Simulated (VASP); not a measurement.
# NiO (R-3m) in VASP: single point with PBEsol

Aim: the single point of NiO with PBEsol.

All numbers are computed with VASP 6.6.1; they aren't measurements. Logs are shortened: lines on timing, memory, paths and dates and some standing lists are left out, and cuts for length are marked.

### Step 1. The cell of the first run

The typed cell holds 6 atoms: a = 2.913 Å, b = 2.913 Å, c = 7.133 Å, α = 90.00°, β = 90.00°, γ = 120.00°.

### Step 2. Single point, PBEsol, collinear spin, ferromagnetic start

INCAR

```
SYSTEM = NiO
ALGO = Normal
EDIFF = 1E-6
ENCUT = 600
GGA = PS
GGA_COMPAT = .False.
ISIF = 2
ISMEAR = 0
ISPIN = 2
LASPH = .True.
LCHARG = .True.
LELF = .True.
LMAXMIX = 4
LORBIT = 11
LREAL = .False.
LVHAR = .True.
LWAVE = .False.
MAGMOM = 1.42 1.42 1.42 0.28 0.28 0.28
NBANDS = 37
NELM = 200
PREC = Accurate
SIGMA = 0.1
```

KPOINTS

```
k-points
0
Gamma
  12 12 6
  0 0 0
```

POSCAR

```
NiO
1.0
    2.9129946543      0.0000000000      0.0000000000
   -1.4564973272      2.5227273717      0.0000000000
    0.0000000000      0.0000000000      7.1329703835
Ni O
3 3
Direct
    0.0000000000      0.0000000000      0.0000000000
    0.3333333333      0.6666666667      0.3333333333
    0.6666666667      0.3333333333      0.6666666667
    0.6666666667      0.3333333333      0.1666666667
    0.0000000000      0.0000000000      0.5000000000
    0.3333333333      0.6666666667      0.8333333333
```

Potentials or basis: VASP PAW PBE potentials, release 64 (Ni, O).

On the command line:

```console
> cat potpaw_PBE.64/Ni/POTCAR potpaw_PBE.64/O/POTCAR > POTCAR
> mpirun -np 1 vasp_std > vasp.out
```

OUTCAR:

```text
SYSTEM = NiO
   EDIFF = 1E-6
   ENCUT = 600
   GGA = PS
   ISIF = 2
   ISMEAR = 0
   ISPIN = 2
   LASPH = .True.
   LORBIT = 11
   LREAL = .False.
   NELM = 200
   PREC = Accurate

 ion  position               nearest neighbor table
   1  0.000  0.000  0.000-   4 2.06   6 2.06   4 2.06   6 2.06   4 2.06   6 2.06   2 2.91   3 2.91
                             2 2.91   3 2.91   3 2.91   2 2.91
   2  0.333  0.667  0.333-   4 2.06   4 2.06   5 2.06   4 2.06   5 2.06   5 2.06   1 2.91   1 2.91
                             1 2.91   3 2.91   3 2.91   3 2.91
   3  0.667  0.333  0.667-   6 2.06   6 2.06   5 2.06   6 2.06   5 2.06   5 2.06   1 2.91   1 2.91
                             1 2.91   2 2.91   2 2.91   2 2.91
   4  0.667  0.333  0.167-   2 2.06   2 2.06   1 2.06   2 2.06   1 2.06   1 2.06
   5  0.000  0.000  0.500-   2 2.06   3 2.06   3 2.06   2 2.06   3 2.06   2 2.06
   6  0.333  0.667  0.833-   3 2.06   3 2.06   1 2.06   3 2.06   1 2.06   1 2.06

  LATTYP: Found a hexagonal cell.
 ALAT       =     2.9129946543
 C/A-ratio  =     2.4486726651

  Lattice vectors:

 A1 = (   2.9129946543,   0.0000000000,   0.0000000000)
 A2 = (  -1.4564973272,   2.5227273717,   0.0000000000)
 A3 = (   0.0000000000,   0.0000000000,   7.1329703835)

Analysis of symmetry for initial positions (statically):
=====================================================================
 Subroutine PRICEL returns following result:

  LATTYP: Found a trigonal (rhomboedric) cell.
 ALAT       =     2.9123468977
 COS(alpha) =     0.4997775578
[... 12 lines left out ...]
 Subroutine GETGRP returns: Found 12 space group operations
 (whereof 12 operations were pure point group operations)
 out of a pool of 24 trial point group operations.

The static configuration has the point symmetry D_3d.

Analysis of symmetry for dynamics (positions and initial velocities):
=====================================================================
 Subroutine PRICEL returns following result:

  LATTYP: Found a trigonal (rhomboedric) cell.
 ALAT       =     2.9123468977
 COS(alpha) =     0.4997775578
[... 12 lines left out ...]
 Subroutine GETGRP returns: Found 12 space group operations
 (whereof 12 operations were pure point group operations)
 out of a pool of 24 trial point group operations.

The dynamic configuration has the point symmetry D_3d.

Analysis of structural, dynamic, and magnetic symmetry:
=====================================================================
 Subroutine PRICEL returns following result:

  LATTYP: Found a trigonal (rhomboedric) cell.
 ALAT       =     2.9123468977
 COS(alpha) =     0.4997775578
[... 12 lines left out ...]
 Subroutine GETGRP returns: Found 12 space group operations
 (whereof 12 operations were pure point group operations)
 out of a pool of 24 trial point group operations.

The overall configuration has the point symmetry D_3d.

 Subroutine INISYM returns: Found 12 space group operations
 (whereof 12 operations are pure point group operations),
 and found     3 'primitive' translations

----------------------------------------------------------------------------------------

                                     Primitive cell

  volume of cell :      17.4727

  direct lattice vectors                    reciprocal lattice vectors
     1.456497327  0.840909124 -2.377656795     0.343289336  0.198198190 -0.140194049
     0.000000000 -1.681818248 -2.377656794     0.000000000 -0.396396381 -0.140194049
    -1.456497327  0.840909124 -2.377656794    -0.343289336  0.198198190 -0.140194049

  length of vectors
     2.912346898  2.912346897  2.912346897     0.420457444  0.420457444  0.420457444

  position of ions in fractional coordinates (direct lattice)
     0.000000000  0.000000000  0.000000000
     0.500000000  0.500000000  0.500000000

  ion indices of the primitive-cell ions
   primitive index   ion index
                 1           1
                 2           4

----------------------------------------------------------------------------------------

 KPOINTS: k-points

Automatic generation of k-mesh.
 Grid dimensions read from file:
 generate k-points for:   12   12    6

 Generating k-lattice:
[... 24 lines left out ...]
  0.416667 -0.000000  0.000000      6.000000
[... 16 lines left out ...]
  0.166667  0.000000  0.166667      6.000000
  0.000000  0.166667  0.166667      6.000000
 [... further k-points ...]
   k-points           NKPTS =    100   k-points in BZ     NKDIM =    100   number of bands    NBANDS=     37
   number of dos      NEDOS =    301   number of ions     NIONS =      6
   total plane-waves  NPLWV =  34560
   dimension x,y,z NGX =    24 NGY =   24 NGZ =   60
   dimension x,y,z NGXF=    48 NGYF=   48 NGZF=  120
   ions per type =               3   3
   NGX,Y,Z   is equivalent  to a cutoff of  13.70, 13.70, 13.98 a.u.
   NGXF,Y,Z  is equivalent  to a cutoff of  27.39, 27.39, 27.97 a.u.
 SYSTEM =  NiO
   PREC   = accura    normal or accurate (medium, high low for compatibility)
   ISTART =      0    job   : 0-new  1-cont  2-samecut
   ICHARG =      2    charge: 1-file 2-atom 10-const
   ISPIN  =      2    spin polarized calculation?
   LNONCOLLINEAR =      F non collinear calculations
   LSORBIT =      F    spin-orbit coupling
   LASPH  =      T    aspherical Exc in radial PAW
   ENCUT  =  600.0 eV  44.10 Ry    6.64 a.u.   5.82  5.82 14.25*2*pi/ulx,y,z
   NELM   =    200;   NELMIN=  2; NELMDL= -5     # of ELM steps
   EDIFF  = 0.1E-05   stopping-criterion for ELM
   LREAL  =      F    real-space projection
   EDIFFG = 0.1E-04   stopping-criterion for IOM
   NSW    =      0    number of steps for IOM
   IBRION =     -1    ionic relax: 0-MD 1-quasi-New 2-CG
   NFREE  =      0    steps in history (QN), initial steepest desc. (CG)
   ISIF   =      2    stress and relaxation
   ISYM   =      2    0-nonsym 1-usesym 2-fastsym
   POTIM  = 0.5000    time-step for ionic-motion
   TEBEG  =    0.0;   TEEND  =   0.0 temperature during run
   PSTRESS=    0.0 pullay stress
   NELECT =      48.0000    total number of electrons
   NUPDOWN=      -1.0000    fix difference up-down
   EMIN   =  10.00;   EMAX   =-10.00  energy-range for DOS
   EFERMI =   0.00;   METHOD = LEGACY
   ISMEAR =     0;   SIGMA  =   0.10  broadening in eV -4-tet -1-fermi 0-gaus
   EFERMI_NEDOS =   21; number of points for ismear=-14 and -15
   IALGO  =     38    algorithm
   IMIX   =      4    mixing-type and parameters
     AMIX     =   0.40;   BMIX     =  1.00
     AMIX_MAG =   1.60;   BMIX_MAG =  1.00
  volume/ion in A,a.u.               =       8.74        58.96
  Fermi-wavevector in a.u.,A,eV,Ry     =   1.589749  3.004189 34.386010  2.527300
  Thomas-Fermi vector in A             =   2.688550
   LORBIT       =     11    0 simple, 1 ext, 2 COOP (PROOUT), +10 PAW based schemes
   GGA     = PS    functional components
   LHFCALC =     F    Hartree Fock is set to
   AEXX    =    0.0000 exact exchange contribution
   IVDW    =     0    specifies the selected vdW correction
   LEPSILON=     F    determine dielectric tensor
   LRPA    =     F    only Hartree local field effects (RPA)
 spin polarized calculation
 Gauss-broadening in eV      SIGMA  =   0.10
  energy-cutoff  :      600.00
  volume of cell :       52.42
 maximum number of plane-waves:      1768
   NGX = 11   NGY = 11   NGZ = 29

 number of electron      47.9999981 magnetization       3.8406273

 Free energy of the ion-electron system (eV)
  ---------------------------------------------------
  ext. energy  EPLUGINS =         0.00000000
  ---------------------------------------------------
  free energy    TOTEN  =       -37.20044018 eV

  energy without entropy =      -37.17468192  energy(sigma->0) =      -37.18756105

 E-fermi :   8.3747     XC(G=0): -13.1879

 val. band max:        8.3717790511   @ k =  -0.0833   0.3333   0.3333
 cond. band min:       8.3756378877   @ k =   0.1667   0.0000   0.1667
 fundamental gap:      0.0038588366
 Fermi energy:         8.3747099368

 spin component 1

 k-point     1 :       0.0000    0.0000    0.0000
  band No.  band energies     occupation
      1     -12.4515      1.00000
      2     -11.3703      1.00000
      3     -11.3703      1.00000
      4       0.6967      1.00000
      5       0.6967      1.00000
      6       2.6571      1.00000
[... 925 lines left out ...]
     35      22.4827      0.00000
     36      23.5339      0.00000

 [... further k-points ...]

 spin component 2

 k-point     1 :       0.0000    0.0000    0.0000
  band No.  band energies     occupation
      1     -12.1497      1.00000
      2     -11.0468      1.00000
      3     -11.0468      1.00000
      4       0.9905      1.00000
      5       0.9905      1.00000
      6       3.3852      1.00000
[... 925 lines left out ...]
     35      22.6496      0.00000
     36      23.7942      0.00000

 [... further k-points ...]

 [bands above 36 left out]

------------------------ aborting loop because EDIFF is reached ----------------------------------------

  FORCE on cell =-STRESS in cart. coord.  units (eV):
  Direction    XX          YY          ZZ          XY          YZ          ZX
  --------------------------------------------------------------------------------------
  -------------------------------------------------------------------------------------
  Total       -0.1141432     -0.1141432     -0.1071275      0.0000000     -0.0000000      0.0000000
  in kB       -3.4888323     -3.4888323     -3.2743968      0.0000000     -0.0000000      0.0000000
  external PRESSURE =      -3.4173538 kB  Pullay stress =       0.0000000 kB

 VOLUME and BASIS-vectors are now :
 -----------------------------------------------------------------------------
  energy-cutoff  :      600.00
  volume of cell :       52.42
      direct lattice vectors                 reciprocal lattice vectors
     2.912994654  0.000000000  0.000000000     0.343289336  0.198198190  0.000000000
    -1.456497327  2.522727372  0.000000000     0.000000000  0.396396381  0.000000000
     0.000000000  0.000000000  7.132970384     0.000000000  0.000000000  0.140194049

 POSITION                                       TOTAL-FORCE (eV/Angst)
 -----------------------------------------------------------------------------------
      0.00000      0.00000      0.00000        -0.000000     -0.000000     -0.000000
     -0.00000      1.68182      2.37766        -0.000000     -0.000000     -0.000000
      1.45650      0.84091      4.75531        -0.000000     -0.000000     -0.000000
      1.45650      0.84091      1.18883        -0.000000     -0.000000     -0.000000
      0.00000      0.00000      3.56649        -0.000000     -0.000000     -0.000000
     -0.00000      1.68182      5.94414         0.000000      0.000000      0.000000
 -----------------------------------------------------------------------------------
    total drift:                               -0.000000      0.000000     -0.000000

  FREE ENERGIE OF THE ION-ELECTRON SYSTEM (eV)
  ---------------------------------------------------
  free  energy   TOTEN  =       -37.2004401844 eV

  energy  without entropy=      -37.1746819207  energy(sigma->0) =      -37.18756105

 total charge

# of ion       s       p       d       tot
------------------------------------------
    1        0.348   0.438   8.325   9.110
    2        0.348   0.438   8.325   9.110
    3        0.348   0.438   8.325   9.110
    4        1.554   3.396   0.000   4.949
    5        1.554   3.396   0.000   4.949
    6        1.554   3.396   0.000   4.949
--------------------------------------------------
tot          5.705  11.500  24.974  42.180

 magnetization (x)

# of ion       s       p       d       tot
------------------------------------------
    1        0.010   0.014   1.044   1.069
    2        0.010   0.014   1.044   1.069
    3        0.010   0.014   1.044   1.069
    4        0.024   0.156   0.000   0.180
    5        0.024   0.156   0.000   0.180
    6        0.024   0.156   0.000   0.180
--------------------------------------------------
tot          0.103   0.509   3.133   3.746
```

Run time: 2.7 min. Hardware: 1 thread of Intel Xeon 6975P-C (Granite Rapids), shared host; peak memory 0.44 GiB.

Results:

| Item | Value |
| --- | --- |
| Free energy | -37.2004 eV |
| Pressure | -0.3 GPa |
| Net moment | 3.84 μB per cell |
| Site moments | Ni +1.07; O +0.18 μB |
| Valence electrons inside the program's atomic spheres | Ni 9.11; O 4.95 |

Caveat: the PAW data sets were made with another functional, which shifts forces and pressure a little; semilocal functionals often make such compounds metallic where correlation or magnetic order opens a gap, which also shifts bond lengths.
